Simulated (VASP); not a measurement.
# Si (Im-3m) in VASP: a series of runs

The runs below take Si through single point, with PBEsol.

All numbers are computed with VASP 6.6.1; they aren't measurements. Logs are shortened: lines on timing, memory, paths and dates and some standing lists are left out, and cuts for length are marked.

## 1. The cell of the first run

Symmetry: Im-3m, No. 229, cubic system. The conventional cell has a = 2.252 Å, b = 2.252 Å, c = 2.252 Å, α = 90.00°, β = 90.00°, γ = 90.00°. Si (site symmetry m-3m) has 14 Si at 1.95 to 2.25 Å within 2.6 Å.

## 2. Single point, PBEsol (volume scaled by 0.4)

The input, INCAR:

```
SYSTEM = Si
PREC = Accurate
ENCUT = 500
EDIFF = 1E-6
ISMEAR = -1
SIGMA = 0.1
LREAL = .FALSE.
LASPH = .TRUE.
NELM = 120
ALGO = Normal
ISIF = 2
LWAVE = .FALSE.
LCHARG = .FALSE.
GGA = PS
NBANDS = 8
GGA_COMPAT = .FALSE.
```

The input, KPOINTS:

```
Automatic mesh
0
G
  19 19 19
  0 0 0
```

The input, POSCAR:

```
Si
1.0
   -1.1260199894      1.1260199894      1.1260199894
    1.1260199894     -1.1260199894      1.1260199894
    1.1260199894      1.1260199894     -1.1260199894
Si
1
Direct
    0.0000000000      0.0000000000      0.0000000000
```

Potentials or basis: VASP PAW PBE potentials, release 64 (Si).

On the command line:

```bash
> cat potpaw_PBE.64/Si/POTCAR > POTCAR
> mpirun -np 1 vasp_std > vasp.out
```

OUTCAR:

```text
SYSTEM = Si
   PREC = Accurate
   ENCUT = 500
   EDIFF = 1E-6
   ISMEAR = -1
   LREAL = .FALSE.
   LASPH = .TRUE.
   NELM = 120
   ISIF = 2
   GGA = PS

 ion  position               nearest neighbor table
   1  0.000  0.000  0.000-

  LATTYP: Found a body centered cubic cell.
 ALAT       =     2.2520399788

  Lattice vectors:

 A1 = (  -1.1260199894,   1.1260199894,   1.1260199894)
 A2 = (   1.1260199894,  -1.1260199894,   1.1260199894)
 A3 = (   1.1260199894,   1.1260199894,  -1.1260199894)

Analysis of symmetry for initial positions (statically):
=====================================================================
 Subroutine PRICEL returns:
 Original cell was already a primitive cell.

 Routine SETGRP: Setting up the symmetry group for a
 body centered cubic supercell.

 Subroutine GETGRP returns: Found 48 space group operations
 (whereof 48 operations were pure point group operations)
 out of a pool of 48 trial point group operations.

The static configuration has the point symmetry O_h .

Analysis of symmetry for dynamics (positions and initial velocities):
=====================================================================
 Subroutine PRICEL returns:
 Original cell was already a primitive cell.

 Routine SETGRP: Setting up the symmetry group for a
 body centered cubic supercell.

 Subroutine GETGRP returns: Found 48 space group operations
 (whereof 48 operations were pure point group operations)
 out of a pool of 48 trial point group operations.

The dynamic configuration has the point symmetry O_h .

 Subroutine INISYM returns: Found 48 space group operations
 (whereof 48 operations are pure point group operations),
 and found     1 'primitive' translations

----------------------------------------------------------------------------------------

                                     Primitive cell

  volume of cell :       5.7108

  direct lattice vectors                    reciprocal lattice vectors
    -1.126019989  1.126019989  1.126019989     0.000000000  0.444041851  0.444041851
     1.126019989 -1.126019989  1.126019989     0.444041851  0.000000000  0.444041851
     1.126019989  1.126019989 -1.126019989     0.444041851  0.444041851  0.000000000

  length of vectors
     1.950323832  1.950323832  1.950323832     0.627970007  0.627970007  0.627970007

  position of ions in fractional coordinates (direct lattice)
     0.000000000  0.000000000  0.000000000

  ion indices of the primitive-cell ions
   primitive index   ion index
                 1           1

----------------------------------------------------------------------------------------

 KPOINTS: Automatic mesh

Automatic generation of k-mesh.
 Grid dimensions read from file:
 generate k-points for:   19   19   19

 Generating k-lattice:

  Cartesian coordinates                     Fractional coordinates (reciprocal lattice)
     0.000000000  0.023370624  0.023370624     0.052631579  0.000000000  0.000000000
     0.023370624  0.000000000  0.023370624     0.000000000  0.052631579  0.000000000
     0.023370624  0.023370624  0.000000000     0.000000000  0.000000000  0.052631579

  Length of vectors
     0.033051053  0.033051053  0.033051053

  Shift w.r.t. Gamma in fractional coordinates (k-lattice)
     0.000000000  0.000000000  0.000000000

 Subroutine IBZKPT returns following result:
 ===========================================

 Found    220 irreducible k-points:

 Following reciprocal coordinates:
            Coordinates               Weight
  0.000000  0.000000  0.000000      1.000000
  0.052632  0.000000  0.000000     12.000000
  0.105263  0.000000  0.000000     12.000000
  0.157895  0.000000  0.000000     12.000000
  0.210526  0.000000  0.000000     12.000000
  0.263158  0.000000  0.000000     12.000000
[... 16 lines left out ...]
  0.263158  0.105263 -0.000000     48.000000
  0.315789  0.105263 -0.000000     48.000000
 [... further k-points ...]
   k-points           NKPTS =    220   k-points in BZ     NKDIM =    220   number of bands    NBANDS=      8
   number of dos      NEDOS =    301   number of ions     NIONS =      1
   total plane-waves  NPLWV =   2744
   dimension x,y,z NGX =    14 NGY =   14 NGZ =   14
   dimension x,y,z NGXF=    28 NGYF=   28 NGZF=   28
   ions per type =               1
   NGX,Y,Z   is equivalent  to a cutoff of  11.93, 11.93, 11.93 a.u.
   NGXF,Y,Z  is equivalent  to a cutoff of  23.87, 23.87, 23.87 a.u.
 SYSTEM =  Si
   PREC   = accura    normal or accurate (medium, high low for compatibility)
   ISTART =      0    job   : 0-new  1-cont  2-samecut
   ICHARG =      2    charge: 1-file 2-atom 10-const
   ISPIN  =      1    spin polarized calculation?
   LNONCOLLINEAR =      F non collinear calculations
   LSORBIT =      F    spin-orbit coupling
   LASPH  =      T    aspherical Exc in radial PAW
   ENCUT  =  500.0 eV  36.75 Ry    6.06 a.u.   3.56  3.56  3.56*2*pi/ulx,y,z
   NELM   =    120;   NELMIN=  2; NELMDL= -5     # of ELM steps
   EDIFF  = 0.1E-05   stopping-criterion for ELM
   LREAL  =      F    real-space projection
   EDIFFG = 0.1E-04   stopping-criterion for IOM
   NSW    =      0    number of steps for IOM
   IBRION =     -1    ionic relax: 0-MD 1-quasi-New 2-CG
   NFREE  =      0    steps in history (QN), initial steepest desc. (CG)
   ISIF   =      2    stress and relaxation
   ISYM   =      2    0-nonsym 1-usesym 2-fastsym
   POTIM  = 0.5000    time-step for ionic-motion
   TEBEG  =    0.0;   TEEND  =   0.0 temperature during run
   PSTRESS=    0.0 pullay stress
   NELECT =       4.0000    total number of electrons
   NUPDOWN=      -1.0000    fix difference up-down
   EMIN   =  10.00;   EMAX   =-10.00  energy-range for DOS
   EFERMI =   0.00;   METHOD = LEGACY
   ISMEAR =    -1;   SIGMA  =   0.10  broadening in eV -4-tet -1-fermi 0-gaus
   EFERMI_NEDOS =   21; number of points for ismear=-14 and -15
   IALGO  =     38    algorithm
   IMIX   =      4    mixing-type and parameters
     AMIX     =   0.40;   BMIX     =  1.00
     AMIX_MAG =   1.60;   BMIX_MAG =  1.00
  volume/ion in A,a.u.               =       5.71        38.54
  Fermi-wavevector in a.u.,A,eV,Ry     =   1.453881  2.747436 28.759569  2.113769
  Thomas-Fermi vector in A             =   2.571096
   LORBIT       =      0    0 simple, 1 ext, 2 COOP (PROOUT), +10 PAW based schemes
   GGA     = PS    functional components
   LHFCALC =     F    Hartree Fock is set to
   AEXX    =    0.0000 exact exchange contribution
   IVDW    =     0    specifies the selected vdW correction
   LEPSILON=     F    determine dielectric tensor
   LRPA    =     F    only Hartree local field effects (RPA)
 non-spin polarized calculation
  energy-cutoff  :      500.00
  volume of cell :        5.71
 maximum number of plane-waves:       152
   NGX =  7   NGY =  7   NGZ =  7

 number of electron       3.9999999 magnetization

 Free energy of the ion-electron system (eV)
  ---------------------------------------------------
  ext. energy  EPLUGINS =         0.00000000
  ---------------------------------------------------
  free energy    TOTEN  =         2.04203862 eV

  energy without entropy =        2.04803624  energy(sigma->0) =        2.04503743

 E-fermi :  27.5865     XC(G=0): -15.4541

 val. band max:       27.5792633534   @ k =  -0.4737  -0.4737   0.4211
 cond. band min:      27.7388206339   @ k =  -0.3684   0.4737   0.2105
 fundamental gap:      0.1595572805
 Fermi energy:        27.5865425283

 k-point     1 :       0.0000    0.0000    0.0000
  band No.  band energies     occupation
      1       2.1371      2.00000
      2      45.4740      0.00000
      3      45.4740      0.00000
      4      45.4740      0.00000
      5      51.8866      0.00000
      6      51.8866      0.00000
      7      56.1689      0.00000
      8      56.1689      0.00000

 k-point     2 :       0.0526    0.0000    0.0000
  band No.  band energies     occupation
      1       2.2928      2.00000
      2      44.3649      0.00000
      3      44.7922      0.00000
      4      45.3355      0.00000
      5      50.3071      0.00000
      6      50.9884      0.00000
      7      57.1233      0.00000
      8      57.1761      0.00000

 k-point     3 :       0.1053    0.0000    0.0000
  band No.  band energies     occupation
      1       2.7581      2.00000
      2      41.2456      0.00000
      3      43.2519      0.00000
      4      44.9686      0.00000
      5      49.3456      0.00000
      6      49.4021      0.00000
      7      58.1980      0.00000
      8      58.4110      0.00000

 k-point     4 :       0.1579    0.0000    0.0000
  band No.  band energies     occupation
      1       3.5277      2.00000
      2      37.3837      0.00000
      3      41.5014      0.00000
      4      44.4779      0.00000
      5      47.8647      0.00000
      6      49.1178      0.00000
      7      58.3849      0.00000
      8      58.6422      0.00000

 k-point     5 :       0.2105    0.0000    0.0000
  band No.  band energies     occupation
      1       4.5934      2.00000
      2      33.4871      0.00000
      3      39.8399      0.00000
      4      43.9605      0.00000
      5      46.5254      0.00000
      6      48.9877      0.00000
      7      58.6489      0.00000
      8      59.0098      0.00000
[... 177 lines left out ...]
 k-point    22 :       0.2105    0.1053    0.0000
  band No.  band energies     occupation
      1       6.3883      2.00000
      2      29.8677      0.00000
      3      35.1099      0.00000
      4      42.6767      0.00000
      5      46.6206      0.00000
      6      51.5265      0.00000
      7      57.1335      0.00000
      8      61.9226      0.00000

 k-point    23 :       0.2632    0.1053   -0.0000
  band No.  band energies     occupation
      1       7.9984      2.00000
      2      26.4466      1.99998
      3      33.9651      0.00000
      4      42.0694      0.00000
      5      46.0570      0.00000
      6      51.5896      0.00000
      7      57.1969      0.00000
      8      63.3122      0.00000

 k-point    24 :       0.3158    0.1053   -0.0000
  band No.  band energies     occupation
      1       9.8541      2.00000
      2      23.2242      2.00000
      3      33.1091      0.00000
      4      41.5816      0.00000
      5      45.5636      0.00000
      6      51.5212      0.00000
      7      57.6590      0.00000
      8      64.5785      0.00000

 [... further k-points ...]
[... 5 lines left out ...]
  --------------------------------------------------------------------------------------
  -------------------------------------------------------------------------------------
  Total       21.3925439     21.3925439     21.3925439     -0.0000000     -0.0000000      0.0000000
  in kB     6001.7060594   6001.7060594   6001.7060594     -0.0000000     -0.0000000      0.0000000
  external PRESSURE =    6001.7060594 kB  Pullay stress =       0.0000000 kB

 VOLUME and BASIS-vectors are now :
 -----------------------------------------------------------------------------
  energy-cutoff  :      500.00
  volume of cell :        5.71
      direct lattice vectors                 reciprocal lattice vectors
    -1.126019989  1.126019989  1.126019989     0.000000000  0.444041851  0.444041851
     1.126019989 -1.126019989  1.126019989     0.444041851  0.000000000  0.444041851
     1.126019989  1.126019989 -1.126019989     0.444041851  0.444041851  0.000000000

 POSITION                                       TOTAL-FORCE (eV/Angst)
 -----------------------------------------------------------------------------------
      0.00000      0.00000      0.00000        -0.000000      0.000000      0.000000
 -----------------------------------------------------------------------------------
    total drift:                                0.000000     -0.000000     -0.000000

  FREE ENERGIE OF THE ION-ELECTRON SYSTEM (eV)
  ---------------------------------------------------
  free  energy   TOTEN  =         2.0420386211 eV

  energy  without entropy=        2.0480362425  energy(sigma->0) =        2.04503743
```

It took 4.4 s on 1 thread of Intel Xeon 6975P-C, shared host; peak memory 0.11 GiB.

The run converged, but its numbers aren't listed here, since they failed a check.

Caveat: the PAW data sets were made with another functional, which shifts forces and pressure a little.

(Continued in part 2 of 2.)
